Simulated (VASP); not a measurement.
Sc3Ge: single point with PBE

Sc3Ge:

```
Sc Ge
1.0
     3.07416    0.00000    0.00000
    -1.53708    2.66230    0.00000
     0.00000    0.00000    9.26256
Sc Ge
3 1
Direct
  0.00000 0.00000 0.00000
  0.66667 0.33333 0.73291
  0.66667 0.33333 0.26709
  0.00000 0.00000 0.50000
```

The cell was built from a structure type or drawn by symmetry, and may not be a known phase.

```
Program                : VASP 6.6.1
Task                   : single point
Functional             : PBE
Potentials or basis    : VASP PAW PBE potentials, release 64 (Sc_sv, Ge_d)
Cutoff                 : 520 eV
k mesh                 : 6 × 6 × 2
Occupations            : gaussian, width 0.1 eV
Spin                   : no spin polarisation
Dipole correction      : no
Further INCAR settings : ALGO = Normal; EDIFF = 1e-06; NBANDS = 32
```

| Property | Result |
| --- | --- |
| Pressure | 13.9 GPa |
| Largest force | 0.014 eV/Å |
| Band gap on the k mesh | zero (an odd number of electrons rules out a gap without spin polarisation) |

Forces on the atoms (eV/Å):
```
Sc   0.000  0.000  0.000
Sc   0.000  0.000  0.014
Sc   0.000  0.000 -0.014
Ge   0.000  0.000  0.000
```

Stress tensor (GPa, compression positive):
```
13.61  0.00  0.00
 0.00 13.61  0.00
 0.00  0.00 14.35
```

Levels at points of the mesh, in eV from the Fermi level:
```
           k point  band 21  band 22  band 23  band 24  band 25  band 26
(0.00, 0.00, 0.00)    -1.82    -0.38     0.99     1.54     1.73     1.73
(0.50, 0.00, 0.00)    -1.46    -0.84    -0.77    -0.44     0.03     1.49
(0.00, 0.00, 0.50)    -2.68    -0.32     0.86     1.68     1.75     1.75
(0.50, 0.00, 0.50)    -1.60    -1.09    -0.72    -0.30     0.11     1.43
```

Run time: 66 s on 1 thread of Intel Xeon 8259CL, on a shared host, peak memory 0.2 GiB.

Caveat: the k points lie up to 0.39 Å⁻¹ apart, too coarse for converged energies and pressures of a metal.
